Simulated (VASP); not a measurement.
Wanted: the native input for a VASP 6.6.1 run.

* Task: single point
* Functional: PBEsol
* Dispersion: D3(BJ)
* Potentials or basis: VASP PAW PBE potentials, release 64 (Mo_sv, Si)
* Cutoff: 520 eV
* k mesh: 7 × 7 × 4
* Occupations: fermi-dirac, width 0.05 eV
* Spin: no spin polarisation
* Dipole correction: no
* Further INCAR settings: ALGO = Normal; EDIFF = 1e-06; NBANDS = 43

The structure of Si2Mo lies in POSCAR:

```
Si2Mo
1.0
    4.5361655948      0.0000000000      0.0000000000
   -2.2680827974      3.9284346408      0.0000000000
    0.0000000000      0.0000000000      6.5201153257
Mo Si
3 6
Direct
    0.5000000000      0.5000000000      0.8333333333
    0.0000000000      0.5000000000      0.1666666667
    0.5000000000      0.0000000000      0.5000000000
    0.1641396653      0.3282793306      0.5000000000
    0.6717206694      0.8358603347      0.1666666667
    0.8358603347      0.1641396653      0.8333333333
    0.8358603347      0.6717206694      0.5000000000
    0.3282793306      0.1641396653      0.1666666667
    0.1641396653      0.8358603347      0.8333333333
```

These files were run (other wordings do the same):

INCAR

```
  PREC = Accurate
  ENCUT = 520
  EDIFF = 1E-6
  ISMEAR = -1
  SIGMA = 0.05
  LREAL = False
  LASPH = True
  NELM = 80
  ALGO = Normal
  ISIF = 2
  LWAVE = False
  LCHARG = False
  GGA = PS
  IVDW = 12
  NBANDS = 43
```

KPOINTS

```
regular mesh
0
Gamma
  7 7 4
```

Potentials or basis: VASP PAW PBE potentials, release 64 (Mo_sv, Si).

Launch:

```console
$ cat potpaw_PBE.64/Mo_sv/POTCAR potpaw_PBE.64/Si/POTCAR > POTCAR
$ mpirun -np 1 vasp_std > vasp.out
```

It gave:

| Item | Value |
| --- | --- |
| Pressure | -0.9 GPa |
| Largest force | 0.006 eV/Å |
| Band gap on the k mesh | 0.25 eV, indirect (least direct gap 0.66 eV) |
| Dispersion energy per atom | -0.548 eV |

Caveat: three body term missing; the PAW data sets were made with another functional, which shifts forces and pressure a little.

It took 57 s on 1 thread of Intel(R) Xeon(R) 6975P-C (Granite Rapids), on a shared host, peak memory 0.29 GiB.
